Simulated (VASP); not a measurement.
# ZnCu2SnSe4 (I-42m) in VASP: single point with PBE

Aim: the single point of ZnCu2SnSe4 with PBE.

All numbers are computed with VASP 6.6.1; they aren't measurements. Logs are shortened: lines on timing, memory, paths and dates and some standing lists are left out, and cuts for length are marked.

## (1) The cell of the first run

The structure is tetragonal, space group I-42m (No. 121). Conventional cell: a = 5.649 Å, b = 5.649 Å, c = 11.259 Å, α = 90.00°, β = 90.00°, γ = 90.00°. Within 3.3 Å of Sn (site symmetry -42m) lie 4 Se at 2.52 Å. Se (site symmetry m) has 1 Zn at 2.41 Å and 2 Cu at 2.42 Å and 1 Sn at 2.52 Å within 3.2 Å. Cu (site symmetry -4) has 4 Se at 2.42 Å within 3.2 Å. Within 3.2 Å of Zn (site symmetry -42m) lie 4 Se at 2.41 Å.

## (2) Single point, PBE

Input file POSCAR:

```
ZnCu2SnSe4
1.0
    0.0000000000      5.6486670000      0.0000000000
    5.6486670000      0.0000000000      0.0000000000
    2.8243340000      2.8243340000     -5.6295020000
Sn Se Cu Zn
1 4 2 1
Direct
    0.5000000000      0.5000000000      0.0000000000
    0.6301000000      0.6301000000      0.2572000000
    0.3699000000      0.8873000000      0.7428000000
    0.1127000000      0.1127000000      0.2572000000
    0.8873000000      0.3699000000      0.7428000000
    0.7500000000      0.2500000000      0.5000000000
    0.2500000000      0.7500000000      0.5000000000
    0.0000000000      0.0000000000      0.0000000000
```

Input file INCAR.step1:

```
ALGO     = Normal         # electronic algorithm
EDIFF    = 1E-7           # SCF threshold, eV
ENCUT    = 520            # plane-wave cutoff, eV
GGA      = PE             # functional
ISIF     = 2              # what is computed and relaxed
ISMEAR   = 1              # smearing method
LASPH    = T              # aspherical terms in the spheres
LCHARG   = T              # write CHGCAR
LMAXMIX  = 4              # l up to which the mixer works
LREAL    = F              # projectors in reciprocal space
LWAVE    = F              # write WAVECAR
NBANDS   = 46             # bands
NELM     = 100            # most SCF steps
PREC     = Accurate       # precision mode
SIGMA    = 0.0478         # smearing width, eV
```

Input file KPOINTS.step1:

```
k-points
0
Gamma
  5 5 5
```

Input file INCAR.step2:

```
ALGO     = Normal         # electronic algorithm
EDIFF    = 1E-7           # SCF threshold, eV
ENCUT    = 520            # plane-wave cutoff, eV
GGA      = PE             # functional
ICHARG   = 11             # starting density
ISIF     = 2              # what is computed and relaxed
ISMEAR   = -5             # smearing method
LASPH    = T              # aspherical terms in the spheres
LCHARG   = F              # write CHGCAR
LMAXMIX  = 4              # l up to which the mixer works
LORBIT   = 11             # projections on sites
LREAL    = F              # projectors in reciprocal space
LWAVE    = F              # write WAVECAR
NBANDS   = 46             # bands
NEDOS    = 2001           # points of the DOS
NELM     = 100            # most SCF steps
PREC     = Accurate       # precision mode
SIGMA    = 0.0478         # smearing width, eV
```

Input file KPOINTS.step2:

```
k-points
0
Gamma
  8 8 8
```

Potentials or basis: VASP PAW PBE potentials, release 64 (Sn_d, Se, Cu, Zn).

Launch:

```
cat potpaw_PBE.64/Sn_d/POTCAR potpaw_PBE.64/Se/POTCAR potpaw_PBE.64/Cu/POTCAR potpaw_PBE.64/Zn/POTCAR > POTCAR
cp INCAR.step1 INCAR
cp KPOINTS.step1 KPOINTS
mpirun -np 1 vasp_std > vasp.out
cp INCAR.step2 INCAR
cp KPOINTS.step2 KPOINTS
mpirun -np 1 vasp_std > vasp.out
```

OUTCAR:

```text
EDIFF = 1E-7
   ENCUT = 520
   GGA = PE
   ICHARG = 11
   ISIF = 2
   ISMEAR = -5
   LASPH = T
   LORBIT = 11
   LREAL = F
   NELM = 100
   PREC = Accurate

 ion  position               nearest neighbor table
   1  0.500  0.500  0.000-   4 2.52   3 2.52   5 2.52   2 2.52
   2  0.630  0.630  0.257-   8 2.41   7 2.42   6 2.42   1 2.52
   3  0.370  0.887  0.743-   8 2.41   6 2.42   7 2.42   1 2.52
   4  0.113  0.113  0.257-   8 2.41   7 2.42   6 2.42   1 2.52
   5  0.887  0.370  0.743-   8 2.41   7 2.42   6 2.42   1 2.52
   6  0.750  0.250  0.500-   3 2.42   2 2.42   4 2.42   5 2.42
   7  0.250  0.750  0.500-   5 2.42   2 2.42   4 2.42   3 2.42
   8  0.000  0.000  0.000-   2 2.41   3 2.41   5 2.41   4 2.41

  LATTYP: Found a body centered tetragonal cell.
 ALAT       =     5.6486670000
 C/A-ratio  =     1.9932143283

  Lattice vectors:

 A1 = (  -2.8243340000,   2.8243330000,   5.6295020000)
 A2 = (   2.8243330000,  -2.8243340000,   5.6295020000)
 A3 = (   2.8243340000,   2.8243340000,  -5.6295020000)

Analysis of symmetry for initial positions (statically):
=====================================================================
 Subroutine PRICEL returns:
 Original cell was already a primitive cell.

 Routine SETGRP: Setting up the symmetry group for a
 body centered tetragonal supercell.

 Subroutine GETGRP returns: Found  8 space group operations
 (whereof  8 operations were pure point group operations)
 out of a pool of 16 trial point group operations.

The static configuration has the point symmetry D_2d.

Analysis of symmetry for dynamics (positions and initial velocities):
=====================================================================
 Subroutine PRICEL returns:
 Original cell was already a primitive cell.

 Routine SETGRP: Setting up the symmetry group for a
 body centered tetragonal supercell.

 Subroutine GETGRP returns: Found  8 space group operations
 (whereof  8 operations were pure point group operations)
 out of a pool of 16 trial point group operations.

The dynamic configuration has the point symmetry D_2d.

 Subroutine INISYM returns: Found  8 space group operations
 (whereof  8 operations are pure point group operations),
 and found     1 'primitive' translations

----------------------------------------------------------------------------------------

                                     Primitive cell

  volume of cell :     179.6230

  direct lattice vectors                    reciprocal lattice vectors
     0.000000000  5.648667000  0.000000000     0.000000000  0.177032918  0.088817819
     5.648667000  0.000000000  0.000000000     0.177032918  0.000000000  0.088817819
     2.824334000  2.824334000 -5.629502000     0.000000000  0.000000000 -0.177635606

  length of vectors
     5.648667000  5.648667000  6.902537059     0.198063775  0.198063775  0.177635606

  position of ions in fractional coordinates (direct lattice)
     0.500000000  0.500000000  0.000000000
     0.630100000  0.630100000  0.257200000
     0.369900000  0.887300000  0.742800000
     0.112700000  0.112700000  0.257200000
     0.887300000  0.369900000  0.742800000
     0.750000000  0.250000000  0.500000000
     0.250000000  0.750000000  0.500000000
     0.000000000  0.000000000  0.000000000

  ion indices of the primitive-cell ions
   primitive index   ion index
                 1           1
                 2           2
                 3           3
                 4           4
                 5           5
                 6           6
                 7           7
                 8           8

----------------------------------------------------------------------------------------

 KPOINTS: k-points

Automatic generation of k-mesh.
 Grid dimensions read from file:
 generate k-points for:    8    8    8

 Generating k-lattice:

  Cartesian coordinates                     Fractional coordinates (reciprocal lattice)
     0.000000000  0.022129115  0.011102227     0.125000000  0.000000000 -0.000000000
     0.022129115  0.000000000  0.011102227     0.000000000  0.125000000 -0.000000000
     0.000000000  0.000000000 -0.022204451     0.000000000  0.000000000  0.125000000

  Length of vectors
     0.024757972  0.024757972  0.022204451

  Shift w.r.t. Gamma in fractional coordinates (k-lattice)
     0.000000000  0.000000000  0.000000000

 TETIRR: Found    655 inequivalent tetrahedra from     3072

 Subroutine IBZKPT returns following result:
 ===========================================

 Found     59 irreducible k-points:

 Following reciprocal coordinates:
            Coordinates               Weight
  0.000000  0.000000  0.000000      1.000000
  0.125000  0.000000  0.000000      8.000000
  0.250000  0.000000  0.000000      8.000000
  0.375000  0.000000 -0.000000      8.000000
  0.500000  0.000000  0.000000      4.000000
  0.125000  0.125000  0.000000      8.000000
[... 16 lines left out ...]
  0.250000  0.000000  0.125000      4.000000
  0.375000  0.000000  0.125000      8.000000
 [... further k-points ...]
   k-points           NKPTS =     59   k-points in BZ     NKDIM =     59   number of bands    NBANDS=     46
   number of dos      NEDOS =   2001   number of ions     NIONS =      8
   total plane-waves  NPLWV =  95256
   dimension x,y,z NGX =    42 NGY =   42 NGZ =   54
   dimension x,y,z NGXF=    84 NGYF=   84 NGZF=  108
   ions per type =               1   4   2   1
   NGX,Y,Z   is equivalent  to a cutoff of  12.36, 12.36, 13.01 a.u.
   NGXF,Y,Z  is equivalent  to a cutoff of  24.72, 24.72, 26.01 a.u.
 SYSTEM =  unknown system
   PREC   = accura    normal or accurate (medium, high low for compatibility)
   ISTART =      0    job   : 0-new  1-cont  2-samecut
   ICHARG =     11    charge: 1-file 2-atom 10-const
   ISPIN  =      1    spin polarized calculation?
   LNONCOLLINEAR =      F non collinear calculations
   LSORBIT =      F    spin-orbit coupling
   LASPH  =      T    aspherical Exc in radial PAW
   ENCUT  =  520.0 eV  38.22 Ry    6.18 a.u.  10.50 10.50 12.83*2*pi/ulx,y,z
   NELM   =    100;   NELMIN=  2; NELMDL=  0     # of ELM steps
   EDIFF  = 0.1E-06   stopping-criterion for ELM
   LREAL  =      F    real-space projection
   EDIFFG = 0.1E-05   stopping-criterion for IOM
   NSW    =      0    number of steps for IOM
   IBRION =     -1    ionic relax: 0-MD 1-quasi-New 2-CG
   NFREE  =      0    steps in history (QN), initial steepest desc. (CG)
   ISIF   =      2    stress and relaxation
   ISYM   =      2    0-nonsym 1-usesym 2-fastsym
   POTIM  = 0.5000    time-step for ionic-motion
   TEBEG  =    0.0;   TEEND  =   0.0 temperature during run
   PSTRESS=    0.0 pullay stress
   NELECT =      72.0000    total number of electrons
   NUPDOWN=      -1.0000    fix difference up-down
   EMIN   =  10.00;   EMAX   =-10.00  energy-range for DOS
   EFERMI =   0.00;   METHOD = LEGACY
   ISMEAR =    -5;   SIGMA  =   0.05  broadening in eV -4-tet -1-fermi 0-gaus
   EFERMI_NEDOS =   21; number of points for ismear=-14 and -15
   IALGO  =     38    algorithm
   IMIX   =      4    mixing-type and parameters
     AMIX     =   0.40;   BMIX     =  1.00
     AMIX_MAG =   1.60;   BMIX_MAG =  1.00
  volume/ion in A,a.u.               =      22.45       151.52
  Fermi-wavevector in a.u.,A,eV,Ry     =   1.207068  2.281028 19.823863  1.457013
  Thomas-Fermi vector in A             =   2.342717
   LORBIT       =     11    0 simple, 1 ext, 2 COOP (PROOUT), +10 PAW based schemes
   GGA     = PE    functional components
   LHFCALC =     F    Hartree Fock is set to
   AEXX    =    0.0000 exact exchange contribution
   IVDW    =     0    specifies the selected vdW correction
   LEPSILON=     F    determine dielectric tensor
   LRPA    =     F    only Hartree local field effects (RPA)
 non-spin polarized calculation
 Fermi weights with tetrahedron method with Bloechl corrections
  energy-cutoff  :      520.00
  volume of cell :      179.62
 maximum number of plane-waves:      4893

 number of electron      71.9999969 magnetization

 Free energy of the ion-electron system (eV)
  ---------------------------------------------------
  ext. energy  EPLUGINS =         0.00000000
  ---------------------------------------------------
  free energy    TOTEN  =       -29.26546924 eV

  energy without entropy =      -29.26546924  energy(sigma->0) =      -29.26546924

 E-fermi :   4.2621     XC(G=0):  -9.5839

 val. band max:        4.2613332436   @ k =   0.0000   0.0000   0.0000
 cond. band min:       4.2613336345   @ k =   0.0000   0.0000   0.0000
 fundamental gap:      0.0000003908
 Fermi energy:         4.2620889417

 k-point     1 :       0.0000    0.0000    0.0000
  band No.  band energies     occupation
      1     -18.1531      2.00000
      2     -18.1531      2.00000
      3     -18.1356      2.00000
      4     -18.0858      2.00000
      5     -18.0570      2.00000
      6     -10.3681      2.00000
[... 38 lines left out ...]
     45       9.2318      0.00000
     46      10.4098      0.00000

 k-point     2 :       0.1250    0.0000    0.0000
  band No.  band energies     occupation
      1     -18.1531      2.00000
      2     -18.1531      2.00000
      3     -18.1356      2.00000
      4     -18.0857      2.00000
      5     -18.0569      2.00000
      6     -10.3201      2.00000
[... 1070 lines left out ...]
 k-point    24 :       0.3750    0.0000    0.1250
  band No.  band energies     occupation
      1     -18.1533      2.00000
      2     -18.1531      2.00000
      3     -18.1358      2.00000
      4     -18.0856      2.00000
      5     -18.0567      2.00000
      6     -10.0361      2.00000
[... 38 lines left out ...]
     45       9.8881      0.00000
     46      10.1302      0.00000

 [... further k-points ...]

------------------------ aborting loop because EDIFF is reached ----------------------------------------

  FORCE on cell =-STRESS in cart. coord.  units (eV):
  Direction    XX          YY          ZZ          XY          YZ          ZX
  --------------------------------------------------------------------------------------
  -------------------------------------------------------------------------------------
  Total        5.5080618      5.5080618      6.2887816      0.0000000     -0.0000006     -0.0000006
  in kB       49.1300787     49.1300787     56.0938399      0.0000000     -0.0000050     -0.0000050
  external PRESSURE =      51.4513324 kB  Pullay stress =       0.0000000 kB

 VOLUME and BASIS-vectors are now :
 -----------------------------------------------------------------------------
  energy-cutoff  :      520.00
  volume of cell :      179.62
      direct lattice vectors                 reciprocal lattice vectors
     0.000000000  5.648667000  0.000000000     0.000000000  0.177032918  0.088817819
     5.648667000  0.000000000  0.000000000     0.177032918  0.000000000  0.088817819
     2.824334000  2.824334000 -5.629502000     0.000000000  0.000000000 -0.177635606

 POSITION                                       TOTAL-FORCE (eV/Angst)
 -----------------------------------------------------------------------------------
      2.82433      2.82433      0.00000         0.000000     -0.000000      0.000000
      4.28564      4.28564     -1.44791         0.112746      0.112746     -0.866893
      7.10998      4.18736     -4.18159         0.112746     -0.112746      0.866893
      1.36302      1.36302     -1.44791        -0.112746     -0.112746     -0.866893
      4.18736      7.10998     -4.18159        -0.112746      0.112746      0.866893
      2.82433      5.64867     -2.81475         0.000000     -0.000000      0.000000
      5.64867      2.82433     -2.81475         0.000000     -0.000000      0.000000
      0.00000      0.00000      0.00000         0.000000     -0.000000      0.000000
 -----------------------------------------------------------------------------------
    total drift:                                0.000023      0.000023     -0.000003

  FREE ENERGIE OF THE ION-ELECTRON SYSTEM (eV)
  ---------------------------------------------------
  free  energy   TOTEN  =       -29.2654692384 eV

  energy  without entropy=      -29.2654692384  energy(sigma->0) =      -29.26546924

 total charge

# of ion       s       p       d       tot
------------------------------------------
    1        1.134   1.125  10.080  12.339
    2        1.447   2.394   0.050   3.891
    3        1.447   2.394   0.050   3.891
    4        1.447   2.394   0.050   3.891
    5        1.447   2.394   0.050   3.891
    6        0.367   0.336   9.271   9.975
    7        0.367   0.336   9.271   9.975
    8        0.558   0.483   9.788  10.829
--------------------------------------------------
tot          8.215  11.856  38.610  58.681
```

It took 8.6 min on 1 thread of AMD EPYC 7R13 (Zen 3), shared host; peak memory 0.59 GiB.

Results:

* Valence electrons inside the program's atomic spheres: Sn 12.34; Se 3.89; Cu 9.97; Zn 10.83

Levels at points of the mesh, in eV from the Fermi level:
```
           k point  band 34  band 35  band 36  band 37  band 38  band 39
(0.00, 0.00, 0.00)    -0.18    -0.17     0.00     0.00     1.58     2.73
(0.50, 0.00, 0.00)    -1.23    -0.90    -0.82     1.71     2.97     3.23
(0.50, 0.50, 0.00)    -0.58    -0.51    -0.41     0.24     2.00     2.39
(0.00, 0.00, 0.50)    -1.45    -0.75    -0.75     1.10     1.76     1.78
```

Caveat: spin-orbit coupling is left out, which moves the levels of the heavy elements; tetrahedron occupations give inexact forces and stress in metals.
